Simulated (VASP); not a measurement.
# Ge8N (a cell with a defect) in VASP: single point with PBE

Aim: the single point of Ge8N (a cell with a defect) with PBE.

All numbers are computed with VASP 6.6.1; they aren't measurements. Logs are shortened: lines on timing, memory, paths and dates and some standing lists are left out, and cuts for length are marked.

### 1 The cell of the first run

The cell holds a defect, 9 atoms: a = 5.762 Å, b = 5.762 Å, c = 5.762 Å, α = 90.00°, β = 90.00°, γ = 90.00°.

### 2 Single point, PBE

INCAR reads:

```
SYSTEM = Ge8N
PREC = Accurate ; ENCUT = 520
EDIFF = 1E-7 ; ISMEAR = 0
SIGMA = 0.15 ; LREAL = .False.
LASPH = .True. ; NELM = 80
ALGO = Normal ; ISIF = 2
LWAVE = .False. ; LCHARG = .False.
GGA = PE ; NBANDS = 68
```

KPOINTS reads:

```
regular mesh
0
Gamma
  6 6 6
  0 0 0
```

POSCAR reads:

```
Ge8N
1.0
    5.7615827908      0.0000000000      0.0000000000
    0.0000000000     -5.7615827908      0.0000000000
    0.0000000000      0.0000000000     -5.7615827908
Ge N
8 1
Direct
    0.5000000000      0.0000000000      0.0000000000
    0.0000000000      0.5000000000      0.0000000000
    0.0000000000      0.0000000000      0.5000000000
    0.5000000000      0.5000000000      0.5000000000
    0.7500000000      0.7500000000      0.7500000000
    0.2500000000      0.2500000000      0.7500000000
    0.2500000000      0.7500000000      0.2500000000
    0.7500000000      0.2500000000      0.2500000000
    0.8333333333      0.4166666667      0.8333333333
```

Potentials or basis: VASP PAW PBE potentials, release 64 (Ge_d, N).

Run with:

```
cat potpaw_PBE.64/Ge_d/POTCAR potpaw_PBE.64/N/POTCAR > POTCAR
mpirun -np 1 vasp_std > vasp.out
```

OUTCAR:

```text
SYSTEM = Ge8N
   PREC = Accurate
   ENCUT = 520
   EDIFF = 1E-7
   ISMEAR = 0
   LREAL = .False.
   LASPH = .True.
   NELM = 80
   ISIF = 2
   GGA = PE

 ion  position               nearest neighbor table
   1  0.500  0.000  0.000-   5 2.49   6 2.49   7 2.49   8 2.49
   2  0.000  0.500  0.000-   9 1.44   6 2.49   7 2.49   8 2.49   5 2.49
   3  0.000  0.000  0.500-   5 2.49   6 2.49   7 2.49   8 2.49
   4  0.500  0.500  0.500-   5 2.49   6 2.49   7 2.49   8 2.49
   5  0.750  0.750  0.750-   9 2.04   2 2.49   3 2.49   4 2.49   1 2.49
   6  0.250  0.250  0.750-   1 2.49   2 2.49   3 2.49   4 2.49
   7  0.250  0.750  0.250-   1 2.49   2 2.49   3 2.49   4 2.49
   8  0.750  0.250  0.250-   1 2.49   2 2.49   3 2.49   4 2.49
   9  0.833  0.417  0.833-   2 1.44   5 2.04

  LATTYP: Found a simple cubic cell.
 ALAT       =     5.7615827908

  Lattice vectors:

 A1 = (   5.7615827908,   0.0000000000,   0.0000000000)
 A2 = (   0.0000000000,  -5.7615827908,   0.0000000000)
 A3 = (   0.0000000000,   0.0000000000,  -5.7615827908)

Analysis of symmetry for initial positions (statically):
=====================================================================
 Subroutine PRICEL returns:
 Original cell was already a primitive cell.

 Routine SETGRP: Setting up the symmetry group for a
 simple cubic supercell.

 Subroutine GETGRP returns: Found  2 space group operations
 (whereof  2 operations were pure point group operations)
 out of a pool of 48 trial point group operations.

The static configuration has the point symmetry C_1h.

Analysis of symmetry for dynamics (positions and initial velocities):
=====================================================================
 Subroutine PRICEL returns:
 Original cell was already a primitive cell.

 Routine SETGRP: Setting up the symmetry group for a
 simple cubic supercell.

 Subroutine GETGRP returns: Found  2 space group operations
 (whereof  2 operations were pure point group operations)
 out of a pool of 48 trial point group operations.

The dynamic configuration has the point symmetry C_1h.

 Subroutine INISYM returns: Found  2 space group operations
 (whereof  2 operations are pure point group operations),
 and found     1 'primitive' translations

----------------------------------------------------------------------------------------

                                     Primitive cell

  volume of cell :     191.2606

  direct lattice vectors                    reciprocal lattice vectors
     5.761582791  0.000000000  0.000000000     0.173563418  0.000000000  0.000000000
     0.000000000 -5.761582791  0.000000000     0.000000000 -0.173563418  0.000000000
     0.000000000  0.000000000 -5.761582791     0.000000000  0.000000000 -0.173563418

  length of vectors
     5.761582791  5.761582791  5.761582791     0.173563418  0.173563418  0.173563418

  position of ions in fractional coordinates (direct lattice)
     0.500000000  0.000000000  0.000000000
     0.000000000  0.500000000  0.000000000
     0.000000000  0.000000000  0.500000000
     0.500000000  0.500000000  0.500000000
     0.750000000  0.750000000  0.750000000
     0.250000000  0.250000000  0.750000000
     0.250000000  0.750000000  0.250000000
     0.750000000  0.250000000  0.250000000
     0.833333333  0.416666667  0.833333333

  ion indices of the primitive-cell ions
   primitive index   ion index
                 1           1
                 2           2
                 3           3
                 4           4
                 5           5
                 6           6
                 7           7
                 8           8
                 9           9

----------------------------------------------------------------------------------------

 KPOINTS: regular mesh

Automatic generation of k-mesh.
 Grid dimensions read from file:
 generate k-points for:    6    6    6

 Generating k-lattice:

  Cartesian coordinates                     Fractional coordinates (reciprocal lattice)
     0.028927236  0.000000000  0.000000000     0.166666667  0.000000000  0.000000000
     0.000000000 -0.028927236  0.000000000     0.000000000  0.166666667  0.000000000
     0.000000000  0.000000000 -0.028927236     0.000000000  0.000000000  0.166666667

  Length of vectors
     0.028927236  0.028927236  0.028927236

  Shift w.r.t. Gamma in fractional coordinates (k-lattice)
     0.000000000  0.000000000  0.000000000

 Subroutine IBZKPT returns following result:
 ===========================================

 Found     68 irreducible k-points:

 Following reciprocal coordinates:
            Coordinates               Weight
  0.000000  0.000000  0.000000      1.000000
  0.166667  0.000000  0.000000      4.000000
  0.000000  0.166667  0.000000      2.000000
  0.333333  0.000000  0.000000      4.000000
  0.000000  0.333333  0.000000      2.000000
  0.500000  0.000000  0.000000      2.000000
[... 16 lines left out ...]
 -0.333333  0.333333  0.000000      4.000000
 -0.333333  0.000000  0.333333      2.000000
 [... further k-points ...]
   k-points           NKPTS =     68   k-points in BZ     NKDIM =     68   number of bands    NBANDS=     68
   number of dos      NEDOS =    301   number of ions     NIONS =      9
   total plane-waves  NPLWV = 110592
   dimension x,y,z NGX =    48 NGY =   48 NGZ =   48
   dimension x,y,z NGXF=    96 NGYF=   96 NGZF=   96
   ions per type =               8   1
   NGX,Y,Z   is equivalent  to a cutoff of  13.85, 13.85, 13.85 a.u.
   NGXF,Y,Z  is equivalent  to a cutoff of  27.70, 27.70, 27.70 a.u.
 SYSTEM =  Ge8N
   PREC   = accura    normal or accurate (medium, high low for compatibility)
   ISTART =      0    job   : 0-new  1-cont  2-samecut
   ICHARG =      2    charge: 1-file 2-atom 10-const
   ISPIN  =      1    spin polarized calculation?
   LNONCOLLINEAR =      F non collinear calculations
   LSORBIT =      F    spin-orbit coupling
   LASPH  =      T    aspherical Exc in radial PAW
   ENCUT  =  520.0 eV  38.22 Ry    6.18 a.u.  10.71 10.71 10.71*2*pi/ulx,y,z
   NELM   =     80;   NELMIN=  2; NELMDL= -5     # of ELM steps
   EDIFF  = 0.1E-06   stopping-criterion for ELM
   LREAL  =      F    real-space projection
   EDIFFG = 0.1E-05   stopping-criterion for IOM
   NSW    =      0    number of steps for IOM
   IBRION =     -1    ionic relax: 0-MD 1-quasi-New 2-CG
   NFREE  =      0    steps in history (QN), initial steepest desc. (CG)
   ISIF   =      2    stress and relaxation
   ISYM   =      2    0-nonsym 1-usesym 2-fastsym
   POTIM  = 0.5000    time-step for ionic-motion
   TEBEG  =    0.0;   TEEND  =   0.0 temperature during run
   PSTRESS=    0.0 pullay stress
   NELECT =     117.0000    total number of electrons
   NUPDOWN=      -1.0000    fix difference up-down
   EMIN   =  10.00;   EMAX   =-10.00  energy-range for DOS
   EFERMI =   0.00;   METHOD = LEGACY
   ISMEAR =     0;   SIGMA  =   0.15  broadening in eV -4-tet -1-fermi 0-gaus
   EFERMI_NEDOS =   21; number of points for ismear=-14 and -15
   IALGO  =     38    algorithm
   IMIX   =      4    mixing-type and parameters
     AMIX     =   0.40;   BMIX     =  1.00
     AMIX_MAG =   1.60;   BMIX_MAG =  1.00
  volume/ion in A,a.u.               =      21.25       143.41
  Fermi-wavevector in a.u.,A,eV,Ry     =   1.389723  2.626196 26.277348  1.931331
  Thomas-Fermi vector in A             =   2.513727
   LORBIT       =      0    0 simple, 1 ext, 2 COOP (PROOUT), +10 PAW based schemes
   GGA     = PE    functional components
   LHFCALC =     F    Hartree Fock is set to
   AEXX    =    0.0000 exact exchange contribution
   IVDW    =     0    specifies the selected vdW correction
   LEPSILON=     F    determine dielectric tensor
   LRPA    =     F    only Hartree local field effects (RPA)
 non-spin polarized calculation
 Gauss-broadening in eV      SIGMA  =   0.15
  energy-cutoff  :      520.00
  volume of cell :      191.26
 maximum number of plane-waves:      5232
 NGX is ok and might be reduce to    48
   NGX = 21   NGY = 21   NGZ = 21

 number of electron     117.0000014 magnetization

 Free energy of the ion-electron system (eV)
  ---------------------------------------------------
  ext. energy  EPLUGINS =         0.00000000
  ---------------------------------------------------
  free energy    TOTEN  =       -37.46611125 eV

  energy without entropy =      -37.42650711  energy(sigma->0) =      -37.44630918

 E-fermi :   4.7473     XC(G=0):  -9.9289

 val. band max:        4.7422924872   @ k =   0.1667   0.0000   0.0000
 cond. band min:       4.7527709210   @ k =  -0.3333   0.1667   0.3333
 fundamental gap:      0.0104784338
 Fermi energy:         4.7472820944

 k-point     1 :       0.0000    0.0000    0.0000
  band No.  band energies     occupation
      1     -21.2019      2.00000
      2     -20.4909      2.00000
      3     -20.4186      2.00000
      4     -20.3731      2.00000
      5     -20.3707      2.00000
      6     -20.1962      2.00000
[... 60 lines left out ...]
     67       7.4981      0.00000
     68       8.1497      0.00000

 k-point     2 :       0.1667    0.0000    0.0000
  band No.  band energies     occupation
      1     -21.2019      2.00000
      2     -20.4910      2.00000
      3     -20.4186      2.00000
      4     -20.3731      2.00000
      5     -20.3707      2.00000
      6     -20.1961      2.00000
[... 60 lines left out ...]
     67       7.6694      0.00000
     68       8.0832      0.00000

 k-point     3 :       0.0000    0.1667    0.0000
  band No.  band energies     occupation
      1     -21.2019      2.00000
      2     -20.4910      2.00000
      3     -20.4186      2.00000
      4     -20.3731      2.00000
      5     -20.3707      2.00000
      6     -20.1962      2.00000
[... 1480 lines left out ...]
     67       8.6464      0.00000
     68       9.1354      0.00000

 k-point    24 :      -0.3333    0.0000    0.3333
  band No.  band energies     occupation
      1     -21.2018      2.00000
      2     -20.4912      2.00000
      3     -20.4190      2.00000
      4     -20.3732      2.00000
      5     -20.3707      2.00000
      6     -20.1964      2.00000
[... 60 lines left out ...]
     67       8.7440      0.00000
     68       9.0767      0.00000

 [... further k-points ...]

------------------------ aborting loop because EDIFF is reached ----------------------------------------

  FORCE on cell =-STRESS in cart. coord.  units (eV):
  Direction    XX          YY          ZZ          XY          YZ          ZX
  --------------------------------------------------------------------------------------
  -------------------------------------------------------------------------------------
  Total       20.3074418      6.1138000     20.3074418     -3.7693112      3.7693085    -14.3876815
  in kB      170.1141261     51.2149068    170.1141261    -31.5752765     31.5752533   -120.5246771
  external PRESSURE =     130.4810530 kB  Pullay stress =       0.0000000 kB

 VOLUME and BASIS-vectors are now :
 -----------------------------------------------------------------------------
  energy-cutoff  :      520.00
  volume of cell :      191.26
      direct lattice vectors                 reciprocal lattice vectors
     5.761582791  0.000000000  0.000000000     0.173563418  0.000000000  0.000000000
     0.000000000 -5.761582791  0.000000000     0.000000000 -0.173563418  0.000000000
     0.000000000  0.000000000 -5.761582791     0.000000000  0.000000000 -0.173563418

 POSITION                                       TOTAL-FORCE (eV/Angst)
 -----------------------------------------------------------------------------------
      2.88079      0.00000      0.00000        -0.016072     -0.011501     -0.091163
      0.00000     -2.88079      0.00000        15.302089     -5.906681    -15.302089
      0.00000      0.00000     -2.88079         0.091163     -0.011501      0.016072
      2.88079     -2.88079     -2.88079        -0.238305     -0.156921      0.238305
      4.32119     -4.32119     -4.32119        -1.366059     -0.227882      1.366059
      1.44040     -1.44040     -4.32119         1.197459      0.657396      0.320953
      1.44040     -4.32119     -1.44040         0.041240     -0.165434     -0.041240
      4.32119     -1.44040     -1.44040        -0.320953      0.657396     -1.197459
      4.80132     -2.40066     -4.80132       -14.690561      5.165127     14.690561
 -----------------------------------------------------------------------------------
    total drift:                                0.000160     -0.000120     -0.000159

  FREE ENERGIE OF THE ION-ELECTRON SYSTEM (eV)
  ---------------------------------------------------
  free  energy   TOTEN  =       -37.4661112474 eV

  energy  without entropy=      -37.4265071120  energy(sigma->0) =      -37.44630918
```

Run time: 8.5 min. Hardware: 1 thread of Intel Xeon 6975P-C (Granite Rapids), shared host; peak memory 0.73 GiB.

What came out:

```
Free energy            : -37.4661 eV
Pressure               : 13.0 GPa
Largest force          : 22.432 eV/Å
Band gap on the k mesh : zero (an odd number of electrons rules out a gap without spin polarisation)
```

Forces in eV/Å, atoms in the order of the input:
```
Ge   -0.016  -0.012  -0.091
Ge   15.302  -5.907 -15.302
Ge    0.091  -0.012   0.016
Ge   -0.238  -0.157   0.238
Ge   -1.366  -0.228   1.366
Ge    1.197   0.657   0.321
Ge    0.041  -0.165  -0.041
Ge   -0.321   0.657  -1.197
N   -14.691   5.165  14.691
```
